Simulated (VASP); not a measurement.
# SiNi (zincblende type) (F-43m) in VASP: relaxation of cell and atoms with PBE

Aim: the relaxation of cell and atoms of SiNi (zincblende type) with PBE.

All numbers are computed with VASP 6.6.1; they aren't measurements. Logs are shortened: lines on timing, memory, paths and dates and some standing lists are left out, and cuts for length are marked.

## Step 1: The cell of the first run

The structure is cubic, space group F-43m (No. 216). The conventional cell has a = 4.983 Å, b = 4.983 Å, c = 4.983 Å, α = 90.00°, β = 90.00°, γ = 90.00°. Ni (site symmetry -43m) has 4 Si at 2.16 Å within 2.9 Å. Si (site symmetry -43m) has 4 Ni at 2.16 Å within 2.9 Å.

## Step 2: Relaxation of cell and atoms, PBE, target pressure 12 GPa, at which the enthalpy is minimised

INCAR reads:

```
ALGO = Normal ; EDIFF = 1E-7
EDIFFG = -0.005 ; ENCUT = 600
GGA = PE ; IBRION = 2
ISIF = 3 ; ISMEAR = -1
LASPH = True ; LCHARG = False
LREAL = False ; LWAVE = False
NELM = 80 ; NSW = 32
PREC = Accurate ; PSTRESS = 120.0
SIGMA = 0.05
```

KPOINTS reads:

```
k-points
0
Gamma
  13 13 13
```

POSCAR reads:

```
SiNi
1.0
    0.0000000000      2.4913285878      2.4913285878
    2.4913285878      0.0000000000      2.4913285878
    2.4913285878      2.4913285878      0.0000000000
Ni Si
1 1
Direct
    0.0000000000      0.0000000000      0.0000000000
    0.2500000000      0.2500000000      0.2500000000
```

Potentials or basis: VASP PAW PBE potentials, release 64 (Ni, Si).

On the command line:

```sh
$ cat potpaw_PBE.64/Ni/POTCAR potpaw_PBE.64/Si/POTCAR > POTCAR
$ mpirun -np 1 vasp_std > vasp.out
```

OUTCAR:

```text
EDIFF = 1E-7
   EDIFFG = -0.005
   ENCUT = 600
   GGA = PE
   IBRION = 2
   ISIF = 3
   ISMEAR = -1
   LASPH = True
   LREAL = False
   NELM = 80
   NSW = 32
   PREC = Accurate
   PSTRESS = 120.0

 ion  position               nearest neighbor table
   1  0.000  0.000  0.000-   2 2.16   2 2.16   2 2.16   2 2.16
   2  0.250  0.250  0.250-   1 2.16   1 2.16   1 2.16   1 2.16

  LATTYP: Found a face centered cubic cell.
 ALAT       =     4.9826571756

  Lattice vectors:

 A1 = (   0.0000000000,   2.4913285878,   2.4913285878)
 A2 = (   2.4913285878,   0.0000000000,   2.4913285878)
 A3 = (   2.4913285878,   2.4913285878,   0.0000000000)

Analysis of symmetry for initial positions (statically):
=====================================================================
 Subroutine PRICEL returns:
 Original cell was already a primitive cell.

 Routine SETGRP: Setting up the symmetry group for a
 face centered cubic supercell.

 Subroutine GETGRP returns: Found 24 space group operations
 (whereof 24 operations were pure point group operations)
 out of a pool of 48 trial point group operations.

The static configuration has the point symmetry T_d .

Analysis of symmetry for dynamics (positions and initial velocities):
=====================================================================
 Subroutine PRICEL returns:
 Original cell was already a primitive cell.

 Routine SETGRP: Setting up the symmetry group for a
 face centered cubic supercell.

 Subroutine GETGRP returns: Found 24 space group operations
 (whereof 24 operations were pure point group operations)
 out of a pool of 48 trial point group operations.

The dynamic configuration has the point symmetry T_d .

 Subroutine INISYM returns: Found 24 space group operations
 (whereof 24 operations are pure point group operations),
 and found     1 'primitive' translations

----------------------------------------------------------------------------------------

                                     Primitive cell

  volume of cell :      30.9259

  direct lattice vectors                    reciprocal lattice vectors
     0.000000000  2.491328588  2.491328588    -0.200696128  0.200696128  0.200696128
     2.491328588  0.000000000  2.491328588     0.200696128 -0.200696128  0.200696128
     2.491328588  2.491328588  0.000000000     0.200696128  0.200696128 -0.200696128

  length of vectors
     3.523270677  3.523270677  3.523270677     0.347615890  0.347615890  0.347615890

  position of ions in fractional coordinates (direct lattice)
     0.000000000  0.000000000  0.000000000
     0.250000000  0.250000000  0.250000000

  ion indices of the primitive-cell ions
   primitive index   ion index
                 1           1
                 2           2

----------------------------------------------------------------------------------------

 KPOINTS: k-points

Automatic generation of k-mesh.
 Grid dimensions read from file:
 generate k-points for:   13   13   13

 Generating k-lattice:

  Cartesian coordinates                     Fractional coordinates (reciprocal lattice)
    -0.015438164  0.015438164  0.015438164     0.076923077  0.000000000  0.000000000
     0.015438164 -0.015438164  0.015438164     0.000000000  0.076923077  0.000000000
     0.015438164  0.015438164 -0.015438164     0.000000000  0.000000000  0.076923077

  Length of vectors
     0.026739684  0.026739684  0.026739684

  Shift w.r.t. Gamma in fractional coordinates (k-lattice)
     0.000000000  0.000000000  0.000000000

 Subroutine IBZKPT returns following result:
 ===========================================

 Found     84 irreducible k-points:

 Following reciprocal coordinates:
            Coordinates               Weight
  0.000000  0.000000  0.000000      1.000000
  0.076923  0.000000  0.000000      8.000000
  0.153846  0.000000  0.000000      8.000000
  0.230769  0.000000  0.000000      8.000000
  0.307692  0.000000  0.000000      8.000000
  0.384615  0.000000  0.000000      8.000000
[... 16 lines left out ...]
  0.384615  0.153846  0.000000     24.000000
  0.461538  0.153846  0.000000     24.000000
 [... further k-points ...]
   k-points           NKPTS =     84   k-points in BZ     NKDIM =     84   number of bands    NBANDS=     11
   number of dos      NEDOS =    301   number of ions     NIONS =      2
   total plane-waves  NPLWV =  21952
   dimension x,y,z NGX =    28 NGY =   28 NGZ =   28
   dimension x,y,z NGXF=    56 NGYF=   56 NGZF=   56
   ions per type =               1   1
   NGX,Y,Z   is equivalent  to a cutoff of  13.21, 13.21, 13.21 a.u.
   NGXF,Y,Z  is equivalent  to a cutoff of  26.42, 26.42, 26.42 a.u.
 SYSTEM =  unknown system
   PREC   = accura    normal or accurate (medium, high low for compatibility)
   ISTART =      0    job   : 0-new  1-cont  2-samecut
   ICHARG =      2    charge: 1-file 2-atom 10-const
   ISPIN  =      1    spin polarized calculation?
   LNONCOLLINEAR =      F non collinear calculations
   LSORBIT =      F    spin-orbit coupling
   LASPH  =      T    aspherical Exc in radial PAW
   ENCUT  =  600.0 eV  44.10 Ry    6.64 a.u.   7.04  7.04  7.04*2*pi/ulx,y,z
   NELM   =     80;   NELMIN=  2; NELMDL= -5     # of ELM steps
   EDIFF  = 0.1E-06   stopping-criterion for ELM
   LREAL  =      F    real-space projection
   EDIFFG = -.5E-02   stopping-criterion for IOM
   NSW    =     32    number of steps for IOM
   IBRION =      2    ionic relax: 0-MD 1-quasi-New 2-CG
   NFREE  =      1    steps in history (QN), initial steepest desc. (CG)
   ISIF   =      3    stress and relaxation
   ISYM   =      2    0-nonsym 1-usesym 2-fastsym
   POTIM  = 0.5000    time-step for ionic-motion
   TEBEG  =    0.0;   TEEND  =   0.0 temperature during run
   PSTRESS=  120.0 pullay stress
   NELECT =      14.0000    total number of electrons
   NUPDOWN=      -1.0000    fix difference up-down
   EMIN   =  10.00;   EMAX   =-10.00  energy-range for DOS
   EFERMI =   0.00;   METHOD = LEGACY
   ISMEAR =    -1;   SIGMA  =   0.05  broadening in eV -4-tet -1-fermi 0-gaus
   EFERMI_NEDOS =   21; number of points for ismear=-14 and -15
   IALGO  =     38    algorithm
   IMIX   =      4    mixing-type and parameters
     AMIX     =   0.40;   BMIX     =  1.00
     AMIX_MAG =   1.60;   BMIX_MAG =  1.00
  volume/ion in A,a.u.               =      15.46       104.35
  Fermi-wavevector in a.u.,A,eV,Ry     =   1.257023  2.375429 21.498653  1.580106
  Thomas-Fermi vector in A             =   2.390702
   LORBIT       =      0    0 simple, 1 ext, 2 COOP (PROOUT), +10 PAW based schemes
   GGA     = PE    functional components
   LHFCALC =     F    Hartree Fock is set to
   AEXX    =    0.0000 exact exchange contribution
   IVDW    =     0    specifies the selected vdW correction
   LEPSILON=     F    determine dielectric tensor
   LRPA    =     F    only Hartree local field effects (RPA)
 conjugate gradient relaxation of ions
 non-spin polarized calculation
  energy-cutoff  :      600.00
  volume of cell :       30.93
 maximum number of plane-waves:      1046
   NGX = 15   NGY = 15   NGZ = 15

--------------------------------------- Ionic step        1  -------------------------------------------

 number of electron      14.0000004 magnetization

 Free energy of the ion-electron system (eV)
  ---------------------------------------------------
  ext. energy  EPLUGINS =         0.00000000
  ---------------------------------------------------
  free energy    TOTEN  =       -10.32316748 eV

  energy without entropy =      -10.31576282  energy(sigma->0) =      -10.31946515

------------------------ aborting loop because EDIFF is reached ----------------------------------------

  FORCE on cell =-STRESS in cart. coord.  units (eV):
  Direction    XX          YY          ZZ          XY          YZ          ZX
  --------------------------------------------------------------------------------------
  -------------------------------------------------------------------------------------
  Total        2.3036078      2.3036078      2.3036078      0.0000000     -0.0000000      0.0000000
  in kB      119.3427652    119.3427652    119.3427652      0.0000000     -0.0000000      0.0000000
  external PRESSURE =      -0.6572348 kB  Pullay stress =     120.0000000 kB
[... 61 lines left out ...]
  enthalpy is  TOTEN    =        -8.0068746614 eV   P V=        2.3141682928

--------------------------------------- Ionic step        3  -------------------------------------------

 number of electron      14.0000004 magnetization

 Free energy of the ion-electron system (eV)
  ---------------------------------------------------
  ext. energy  EPLUGINS =         0.00000000
  ---------------------------------------------------
  free energy    TOTEN  =       -10.32191765 eV

  energy without entropy =      -10.31451617  energy(sigma->0) =      -10.31821691

 E-fermi :   6.9294     XC(G=0): -10.8022

 val. band max:        6.9206853516   @ k =  -0.2308   0.2308   0.0000
 cond. band min:       6.9522035133   @ k =  -0.3846   0.3077   0.0769
 fundamental gap:      0.0315181618
 Fermi energy:         6.9293553303

 k-point     1 :       0.0000    0.0000    0.0000
  band No.  band energies     occupation
      1      -3.8853      2.00000
      2       3.4973      2.00000
      3       3.4973      2.00000
      4       3.4973      2.00000
      5       4.6003      2.00000
      6       4.6003      2.00000
      7      12.8623      0.00000
      8      12.8623      0.00000
      9      12.8623      0.00000
     10      14.1438      0.00000
     11      14.1438      0.00000
[... 309 lines left out ...]
 k-point    24 :       0.4615    0.1538    0.0000
  band No.  band energies     occupation
      1      -1.2861      2.00000
      2       2.4450      2.00000
      3       3.6193      2.00000
      4       3.8087      2.00000
      5       4.6431      2.00000
      6       4.7726      2.00000
      7       5.4350      2.00000
      8       9.1515      0.00000
      9       9.4421      0.00000
     10      13.5852      0.00000
     11      16.3706      0.00000

 [... further k-points ...]

------------------------ aborting loop because EDIFF is reached ----------------------------------------

  FORCE on cell =-STRESS in cart. coord.  units (eV):
  Direction    XX          YY          ZZ          XY          YZ          ZX
  --------------------------------------------------------------------------------------
  -------------------------------------------------------------------------------------
  Total        2.3203275      2.3203275      2.3203275     -0.0000000     -0.0000000     -0.0000000
  in kB      120.2740424    120.2740424    120.2740424     -0.0000000     -0.0000000     -0.0000000
  external PRESSURE =       0.2740424 kB  Pullay stress =     120.0000000 kB
[... 17 lines left out ...]
  FREE ENERGIE OF THE ION-ELECTRON SYSTEM (eV)
  ---------------------------------------------------
  free  energy   TOTEN  =       -10.3219176492 eV

  energy  without entropy=      -10.3145161693  energy(sigma->0) =      -10.31821691

  enthalpy is  TOTEN    =        -8.0068769492 eV   P V=        2.3150406999

 reached required accuracy - stopping structural energy minimisation
```

Wall time 1.9 min (1 thread of Intel Xeon 8259CL, shared host); peak memory 0.18 GiB.

What came out:

| Quantity | Value |
| --- | --- |
| Free energy | -10.3219 eV |
| Relaxed volume | 15.45 Å³/atom |
| Relaxed cell | a = 3.523 Å, b = 3.523 Å, c = 3.523 Å, α = 60.00°, β = 60.00°, γ = 60.00° |
| Space group after relaxing (to 0.1 Å) | F-43m (No. 216) |
| Energy change on relaxing (the run minimises the enthalpy) | +0.6 meV/atom |
| Ionic steps | 3 |
| Pressure after relaxing | 12.0 GPa |
| Band gap on the k mesh | zero (bands 7 and 8 overlap by 6.91 eV) |

Step by step:
```
step  energy change (eV)  largest force (eV/Å)  pressure (GPa)  volume (Å³)
   1              0.0000                0.0000           11.93        30.93
   2              0.0021                0.0000           12.08        30.90
   3              0.0012                0.0000           12.03        30.91
```

Final structure:
```
Ni Si
1.0
     0.00000    2.49088    2.49088
     2.49088    0.00000    2.49088
     2.49088    2.49088    0.00000
Ni Si
1 1
Direct
  0.00000 0.00000 0.00000
  0.25000 0.25000 0.25000
```

Caveat: the cell is relaxed towards a set pressure, so the run minimises the enthalpy, not the energy. Spin polarisation is off, so any magnetic state and its effect on volume and gap are missing.
